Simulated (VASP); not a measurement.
# AlH6 (P4mm) in VASP: a series of runs

AlH6 is run at these levels: PBE; tasks: single point, relaxation of cell and atoms.

Everything below comes from runs of VASP 6.6.1. Logs are shortened: lines on timing, memory, paths and dates and some standing lists are left out, and cuts for length are marked.

### Step 1. The cell of the first run

The structure is tetragonal, space group P4mm (No. 99). Conventional cell: a = 3.619 Å, b = 3.619 Å, c = 4.349 Å, α = 90.00°, β = 90.00°, γ = 90.00°. Within 2.7 Å of Al (site symmetry 4mm) lie 12 H at 2.04 to 2.66 Å. Within 1.9 Å of H (site symmetry m) lie 4 H at 1.32 to 1.84 Å. Within 2.4 Å of H (site symmetry 2mm) lie 2 H at 1.84 Å.

The cell was built from a structure type or drawn by symmetry, and may not be a known phase.

### Step 2. Single point, PBE

File INCAR:

```
SYSTEM = AlH6
PREC = Accurate ; ENCUT = 520
EDIFF = 1E-7 ; ISMEAR = 0
SIGMA = 0.1 ; LREAL = .FALSE.
LASPH = .TRUE. ; NELM = 80
ALGO = Normal ; ISIF = 2
LWAVE = .FALSE. ; LCHARG = .TRUE.
GGA = PE ; LELF = .TRUE.
LVHAR = .TRUE. ; NBANDS = 14
```

File KPOINTS:

```
Automatic mesh
0
G
  6 6 4
  0 0 0
```

File POSCAR:

```
AlH6
1.0
    3.6191875100      0.0000000000      0.0000000000
    0.0000000000      3.6191875100      0.0000000000
    0.0000000000      0.0000000000      4.3489626400
Al H
1 6
Direct
    0.5000000000      0.5000000000      0.9304303900
    0.3173891300      0.0000000000      0.0865772100
    0.6826108700      0.0000000000      0.0865772100
    0.0000000000      0.3173891300      0.0865772100
    0.0000000000      0.6826108700      0.0865772100
    0.5000000000      0.0000000000      0.4822293600
    0.0000000000      0.5000000000      0.4822293600
```

Potentials or basis: VASP PAW PBE potentials, release 64 (Al, H).

Run with:

```sh
$ cat potpaw_PBE.64/Al/POTCAR potpaw_PBE.64/H/POTCAR > POTCAR
$ mpirun -np 1 vasp_std > vasp.out
```

OUTCAR:

```text
SYSTEM = AlH6
   PREC = Accurate
   ENCUT = 520
   EDIFF = 1E-7
   ISMEAR = 0
   LREAL = .FALSE.
   LASPH = .TRUE.
   NELM = 80
   ISIF = 2
   GGA = PE

 ion  position               nearest neighbor table
   1  0.500  0.500  0.930-   2 2.04   3 2.04   4 2.04   5 2.04   2 2.04   3 2.04   4 2.04   5 2.04

   2  0.317  0.000  0.087-   1 2.04   1 2.04
   3  0.683  0.000  0.087-   1 2.04   1 2.04
   4  0.000  0.317  0.087-   1 2.04   1 2.04
   5  0.000  0.683  0.087-   1 2.04   1 2.04
   6  0.500  0.000  0.482-
   7  0.000  0.500  0.482-

  LATTYP: Found a simple tetragonal cell.
 ALAT       =     3.6191875100
 C/A-ratio  =     1.2016405970

  Lattice vectors:

 A1 = (   3.6191875100,   0.0000000000,   0.0000000000)
 A2 = (   0.0000000000,   3.6191875100,   0.0000000000)
 A3 = (   0.0000000000,   0.0000000000,   4.3489626400)

Analysis of symmetry for initial positions (statically):
=====================================================================
 Subroutine PRICEL returns:
 Original cell was already a primitive cell.

 Routine SETGRP: Setting up the symmetry group for a
 simple tetragonal supercell.

 Subroutine GETGRP returns: Found  8 space group operations
 (whereof  8 operations were pure point group operations)
 out of a pool of 16 trial point group operations.

The static configuration has the point symmetry C_4v.

Analysis of symmetry for dynamics (positions and initial velocities):
=====================================================================
 Subroutine PRICEL returns:
 Original cell was already a primitive cell.

 Routine SETGRP: Setting up the symmetry group for a
 simple tetragonal supercell.

 Subroutine GETGRP returns: Found  8 space group operations
 (whereof  8 operations were pure point group operations)
 out of a pool of 16 trial point group operations.

The dynamic configuration has the point symmetry C_4v.

 Subroutine INISYM returns: Found  8 space group operations
 (whereof  8 operations are pure point group operations),
 and found     1 'primitive' translations

----------------------------------------------------------------------------------------

                                     Primitive cell

  volume of cell :      56.9650

  direct lattice vectors                    reciprocal lattice vectors
     3.619187510  0.000000000  0.000000000     0.276305109  0.000000000  0.000000000
     0.000000000  3.619187510  0.000000000     0.000000000  0.276305109  0.000000000
     0.000000000  0.000000000  4.348962640     0.000000000  0.000000000  0.229939892

  length of vectors
     3.619187510  3.619187510  4.348962640     0.276305109  0.276305109  0.229939892

  position of ions in fractional coordinates (direct lattice)
     0.500000000  0.500000000  0.930430390
     0.317389130  0.000000000  0.086577210
     0.682610870  0.000000000  0.086577210
     0.000000000  0.317389130  0.086577210
     0.000000000  0.682610870  0.086577210
     0.500000000  0.000000000  0.482229360
     0.000000000  0.500000000  0.482229360

  ion indices of the primitive-cell ions
   primitive index   ion index
                 1           1
                 2           2
                 3           3
                 4           4
                 5           5
                 6           6
                 7           7

----------------------------------------------------------------------------------------

 KPOINTS: Automatic mesh

Automatic generation of k-mesh.
 Grid dimensions read from file:
 generate k-points for:    6    6    4

 Generating k-lattice:

  Cartesian coordinates                     Fractional coordinates (reciprocal lattice)
     0.046050852  0.000000000  0.000000000     0.166666667  0.000000000  0.000000000
     0.000000000  0.046050852  0.000000000     0.000000000  0.166666667  0.000000000
     0.000000000  0.000000000  0.057484973     0.000000000  0.000000000  0.250000000

  Length of vectors
     0.046050852  0.046050852  0.057484973

  Shift w.r.t. Gamma in fractional coordinates (k-lattice)
     0.000000000  0.000000000  0.000000000

 Subroutine IBZKPT returns following result:
 ===========================================

 Found     30 irreducible k-points:

 Following reciprocal coordinates:
            Coordinates               Weight
  0.000000  0.000000  0.000000      1.000000
  0.166667  0.000000  0.000000      4.000000
  0.333333  0.000000  0.000000      4.000000
  0.500000  0.000000  0.000000      2.000000
  0.166667  0.166667  0.000000      4.000000
  0.333333  0.166667  0.000000      8.000000
[... 16 lines left out ...]
  0.333333  0.000000  0.500000      4.000000
  0.500000  0.000000  0.500000      2.000000
 [... further k-points ...]
   k-points           NKPTS =     30   k-points in BZ     NKDIM =     30   number of bands    NBANDS=     14
   number of dos      NEDOS =    301   number of ions     NIONS =      7
   total plane-waves  NPLWV =  25088
   dimension x,y,z NGX =    28 NGY =   28 NGZ =   32
[... 94 lines left out ...]
      6       1.9728      0.00000
      7       3.3079      0.00000
      8       6.2985      0.00000
      9       7.9270      0.00000
     10       8.0646      0.00000
     11      10.3643      0.00000
     12      11.6009      0.00000
     13      12.3920      0.00000
     14      13.7432      0.00000

 k-point     3 :       0.3333    0.0000    0.0000
  band No.  band energies     occupation
      1      -8.9695      2.00000
      2      -5.6421      2.00000
      3      -0.6999      2.00000
      4       1.8481      0.00000
      5       1.8925      0.00000
      6       2.0040      0.00000
      7       3.2427      0.00000
      8       5.5287      0.00000
      9       6.1369      0.00000
     10       6.7272      0.00000
     11      10.9475      0.00000
     12      11.4976      0.00000
     13      12.9051      0.00000
     14      13.9407      0.00000

 k-point     4 :       0.5000    0.0000    0.0000
  band No.  band energies     occupation
      1      -7.7137      2.00000
      2      -7.3649      2.00000
      3       0.3470      2.00000
      4       0.6497      2.00000
      5       2.5532      0.00000
      6       2.5745      0.00000
      7       3.9489      0.00000
      8       5.0200      0.00000
      9       5.0444      0.00000
     10       5.0852      0.00000
     11      11.3209      0.00000
     12      13.0421      0.00000
     13      13.5799      0.00000
     14      14.6050      0.00000

 k-point     5 :       0.1667    0.1667    0.0000
  band No.  band energies     occupation
      1      -9.5479      2.00000
      2      -3.9665      2.00000
      3      -1.4299      2.00000
      4      -0.2523      2.00000
      5       1.9686      0.00000
      6       2.7740      0.00000
      7       3.9396      0.00000
      8       5.0502      0.00000
      9       7.9671      0.00000
     10       8.4519      0.00000
     11       9.4639      0.00000
[... 276 lines left out ...]
 k-point    22 :       0.1667    0.0000    0.5000
  band No.  band energies     occupation
      1      -9.4861      2.00000
      2      -3.8403      2.00000
      3      -3.1754      2.00000
      4       1.3044      0.00021
      5       1.5167      0.00000
      6       2.1221      0.00000
      7       5.5254      0.00000
      8       7.0025      0.00000
      9       7.9579      0.00000
     10       8.1608      0.00000
     11      10.1015      0.00000
     12      10.1841      0.00000
     13      11.3616      0.00000
     14      13.7062      0.00000

 k-point    23 :       0.3333    0.0000    0.5000
  band No.  band energies     occupation
      1      -8.6230      2.00000
      2      -5.2816      2.00000
      3      -3.0275      2.00000
      4       0.0239      2.00000
      5       2.1657      0.00000
      6       2.8157      0.00000
      7       5.5162      0.00000
      8       6.4134      0.00000
      9       6.6760      0.00000
     10       8.5047      0.00000
     11      10.2644      0.00000
     12      11.3592      0.00000
     13      12.5522      0.00000
     14      13.6836      0.00000

 k-point    24 :       0.5000    0.0000    0.5000
  band No.  band energies     occupation
      1      -7.4323      2.00000
      2      -6.9390      2.00000
      3      -2.0788      2.00000
      4      -1.2417      2.00000
      5       2.6897      0.00000
      6       4.0170      0.00000
      7       4.2963      0.00000
      8       5.4360      0.00000
      9       6.4347      0.00000
     10       8.9898      0.00000
     11      10.9515      0.00000
     12      12.3308      0.00000
     13      12.6769      0.00000
     14      12.9289      0.00000

 [... further k-points ...]

------------------------ aborting loop because EDIFF is reached ----------------------------------------

  FORCE on cell =-STRESS in cart. coord.  units (eV):
  Direction    XX          YY          ZZ          XY          YZ          ZX
  --------------------------------------------------------------------------------------
  -------------------------------------------------------------------------------------
  Total       -4.4023332     -4.4023332     -4.0585885      0.0000000     -0.0000000      0.0000000
  in kB     -123.8185296   -123.8185296   -114.1504852      0.0000000     -0.0000000      0.0000000
  external PRESSURE =    -120.5958481 kB  Pullay stress =       0.0000000 kB

 VOLUME and BASIS-vectors are now :
 -----------------------------------------------------------------------------
  energy-cutoff  :      520.00
  volume of cell :       56.96
      direct lattice vectors                 reciprocal lattice vectors
     3.619187510  0.000000000  0.000000000     0.276305109  0.000000000  0.000000000
     0.000000000  3.619187510  0.000000000     0.000000000  0.276305109  0.000000000
     0.000000000  0.000000000  4.348962640     0.000000000  0.000000000  0.229939892

 POSITION                                       TOTAL-FORCE (eV/Angst)
 -----------------------------------------------------------------------------------
      1.80959      1.80959      4.04641         0.000000     -0.000000     -1.723553
      1.14869      0.00000      0.37652        -0.062590     -0.000000     -0.059044
      2.47050      0.00000      0.37652         0.062590     -0.000000     -0.059044
      0.00000      1.14869      0.37652         0.000000     -0.062590     -0.059044
      0.00000      2.47050      0.37652         0.000000      0.062590     -0.059044
      1.80959      0.00000      2.09720         0.000000     -0.000000      0.979864
      0.00000      1.80959      2.09720         0.000000     -0.000000      0.979864
 -----------------------------------------------------------------------------------
    total drift:                                0.000000     -0.000000     -0.000274

  FREE ENERGIE OF THE ION-ELECTRON SYSTEM (eV)
  ---------------------------------------------------
  free  energy   TOTEN  =       -17.0267001081 eV

  energy  without entropy=      -17.0211479020  energy(sigma->0) =      -17.02392401
```

Run time: 35 s. Hardware: 1 thread of Intel Xeon 8259CL, shared host; peak memory 0.16 GiB.

What came out:

- Free energy: -17.0267 eV
- Pressure: -12.1 GPa
- Largest force: 1.724 eV/Å
- Band gap on the k mesh: zero (an odd number of electrons rules out a gap without spin polarisation)

Forces on the atoms (eV/Å):
```
Al   0.000  0.000 -1.724
H   -0.063  0.000 -0.059
H    0.063  0.000 -0.059
H    0.000 -0.063 -0.059
H    0.000  0.063 -0.059
H    0.000  0.000  0.980
H    0.000  0.000  0.980
```

Caveat: the k points lie up to 0.36 Å⁻¹ apart, too coarse for converged energies and pressures of a metal; forces of over 1 eV/Å act on the atoms, so gaps and moduli don't describe the material at rest.

### Step 3. Single point, PBE

This run uses another cell than the first one, of 13.34 Å³/atom.

File INCAR:

```
  ALGO = Normal
  EDIFF = 1E-7
  ENCUT = 520
  GGA = PE
  ISIF = 2
  ISMEAR = 0
  LASPH = True
  LCHARG = True
  LELF = True
  LREAL = False
  LVHAR = True
  LWAVE = False
  NBANDS = 14
  NELM = 100
  PREC = Accurate
  SIGMA = 0.1
```

File KPOINTS:

```
k-points
0
Gamma
  6 6 4
```

File POSCAR:

```
AlH6
1.0
    3.5354171420      0.0000000000      0.0000000000
    0.0000000000      3.5354171420      0.0000000000
    0.0000000000      0.0000000000      7.4728968601
Al H
1 6
Direct
    0.5000000000      0.5000000000      0.6055269351
    0.3945995198      0.0000000000      0.1186999477
    0.6054004802      0.0000000000      0.1186999477
    0.0000000000      0.3945995198      0.1186999477
    0.0000000000      0.6054004802      0.1186999477
    0.5000000000      0.0000000000      0.5804356121
    0.0000000000      0.5000000000      0.5804356121
```

Potentials or basis: VASP PAW PBE potentials, release 64 (Al, H).

Run with:

```sh
$ cat potpaw_PBE.64/Al/POTCAR potpaw_PBE.64/H/POTCAR > POTCAR
$ mpirun -np 1 vasp_std > vasp.out
```

It took 61 s on 1 thread of Intel Xeon 8259CL, shared host; peak memory 0.2 GiB.

It converged, with:

* Free energy: -22.3519 eV
* Pressure: -0.1 GPa
* Largest force: 0.010 eV/Å
* Band gap on the k mesh: zero (an odd number of electrons rules out a gap without spin polarisation)

Forces on the atoms (eV/Å):
```
Al   0.000  0.000 -0.010
H    0.008  0.000 -0.001
H   -0.008  0.000 -0.001
H    0.000  0.008 -0.001
H    0.000 -0.008 -0.001
H    0.000  0.000  0.006
H    0.000  0.000  0.006
```

Stress tensor (GPa, compression positive):
```
-0.19  0.00  0.00
 0.00 -0.19  0.00
 0.00  0.00  0.22
```

Levels at points of the mesh, in eV from the Fermi level:
| k point | band 2 | band 3 | band 4 | band 5 | band 6 | band 7 | band 8 | band 9 |
| --- | --- | --- | --- | --- | --- | --- | --- | --- |
| (0.00, 0.00, 0.00) | -8.93 | -5.00 | -2.37 | -1.01 | 3.66 | 3.66 | 3.88 | 5.51 |
| (0.50, 0.00, 0.00) | -7.32 | -6.94 | -5.94 | 0.81 | 3.07 | 3.21 | 4.90 | 5.29 |
| (0.50, 0.50, 0.00) | -6.90 | -5.35 | -5.35 | -2.63 | 1.20 | 2.69 | 3.00 | 4.72 |
| (0.00, 0.00, 0.50) | -9.08 | -5.00 | -2.38 | -0.60 | 2.33 | 3.68 | 3.68 | 6.62 |
| (0.50, 0.00, 0.50) | -7.22 | -7.06 | -5.96 | 1.00 | 2.99 | 3.62 | 4.90 | 5.33 |
| (0.50, 0.50, 0.50) | -6.89 | -5.36 | -5.36 | -2.62 | 1.29 | 2.40 | 2.77 | 5.57 |

### Step 4. Relaxation of cell and atoms, PBE

File INCAR:

```
ALGO = Normal
EDIFF = 1E-6
EDIFFG = -0.04
ENCUT = 600
GGA = PE
IBRION = 2
ISIF = 3
ISMEAR = 0
LASPH = T
LCHARG = F
LREAL = F
LWAVE = F
NELM = 100
NSW = 90
PREC = Accurate
SIGMA = 0.1
```

KPOINTS is that of step 3.

File POSCAR:

```
AlH6
1.0
    3.6191875100      0.0000000000      0.0000000000
    0.0000000000      3.6191875100      0.0000000000
    0.0000000000      0.0000000000      4.3489626400
Al H
1 6
Direct
    0.5000000000      0.5000000000      0.9304303900
    0.3173891300      0.0000000000      0.0865772100
    0.6826108700      0.0000000000      0.0865772100
    0.0000000000      0.3173891300      0.0865772100
    0.0000000000      0.6826108700      0.0865772100
    0.5000000000      0.0000000000      0.4822293600
    0.0000000000      0.5000000000      0.4822293600
```

Run with:

```sh
$ cat potpaw_PBE.64/Al/POTCAR potpaw_PBE.64/H/POTCAR > POTCAR
$ mpirun -np 1 vasp_std > vasp.out
```

Wall time 13 min (1 thread of Intel Xeon 8259CL, shared host); peak memory 0.19 GiB.

The run converged. Its results:

- Free energy: -22.1975 eV
- Relaxed volume: 11.34 Å³/atom
- Relaxed cell: a = 3.515 Å, b = 3.515 Å, c = 6.421 Å, α = 90.00°, β = 90.00°, γ = 90.00°
- Space group after relaxing (to 0.1 Å): P4mm (No. 99)
- Pressure after relaxing: 0.2 GPa
- Largest force after relaxing: 0.031 eV/Å
- Band gap on the k mesh: zero (an odd number of electrons rules out a gap without spin polarisation)

Forces on the atoms (eV/Å):
```
Al   0.000  0.000 -0.015
H   -0.031  0.000 -0.003
H    0.031  0.000 -0.003
H    0.000 -0.031 -0.003
H    0.000  0.031 -0.003
H    0.000  0.000  0.013
H    0.000  0.000  0.013
```

Stress tensor (GPa, compression positive):
```
 0.44  0.00  0.00
 0.00  0.44  0.00
 0.00  0.00 -0.42
```

Final structure:
```
Al H
1.0
     3.51531    0.00000    0.00000
     0.00000    3.51531    0.00000
     0.00000    0.00000    6.42147
Al H
1 6
Cartesian
  1.7577 1.7577 3.8673
  1.3844 0.0000 0.6595
  2.1309 0.0000 0.6595
  0.0000 1.3844 0.6595
  0.0000 2.1309 0.6595
  1.7577 0.0000 3.9433
  0.0000 1.7577 3.9433
```

Levels at points of the mesh, in eV from the Fermi level:
```csv
k point,band 1,band 2,band 3,band 4,band 5,band 6,band 7,band 8
"(0.00, 0.00, 0.00)",-10.09,-9.09,-5.41,-2.68,-1.29,3.37,3.37,4.41
"(0.50, 0.00, 0.00)",-8.02,-7.96,-7.10,-6.22,0.62,2.77,2.97,4.99
"(0.50, 0.50, 0.00)",-7.40,-7.40,-5.64,-5.64,-2.89,0.54,2.50,3.02
"(0.00, 0.00, 0.50)",-9.80,-9.48,-5.40,-2.71,-0.34,2.45,3.46,3.46
"(0.50, 0.00, 0.50)",-7.97,-7.71,-7.42,-6.33,1.10,2.67,3.73,4.72
"(0.50, 0.50, 0.50)",-7.36,-7.36,-5.71,-5.71,-2.84,0.75,1.75,2.42
```

Caveat: the k points lie up to 0.30 Å⁻¹ apart in the final cell, too coarse for converged energies and pressures of a metal; the volume moved by over 15 % at a fixed basis, so the end points are rough.

### Step 5. Summary

| task | cell | cutoff (eV) | gap on the mesh (eV) | pressure (GPa) | largest force (eV/Å) |
| --- | --- | --- | --- | --- | --- |
| single point | a = 3.619, b = 3.619, c = 4.349 Å, 7 atoms, atomic positions A | 520 | none | -12.1 | 1.72 |
| single point | a = 3.535, b = 3.535, c = 7.473 Å, 7 atoms, atomic positions B | 520 | none | -0.1 | 0.01 |
| relaxation of cell and atoms | relaxed from a = 3.619, b = 3.619, c = 4.349 Å, 7 atoms, atomic positions A | 600 | none | 0.2 | 0.03 |

Alike in all rows: level PBE; potentials or basis VASP PAW PBE potentials, release 64 (Al, H); no spin polarisation; k mesh 6 × 6 × 4; smearing gaussian 0.1 eV.

Caveats: some runs use coarse meshes; forces of over 1 eV/Å act on the atoms, so gaps and moduli don't describe the material at rest (at least some runs); the volume moved by over 15 % at a fixed basis, so the end points are rough (at least some runs).

Absolute energies hang on the potentials; compare differences alone.
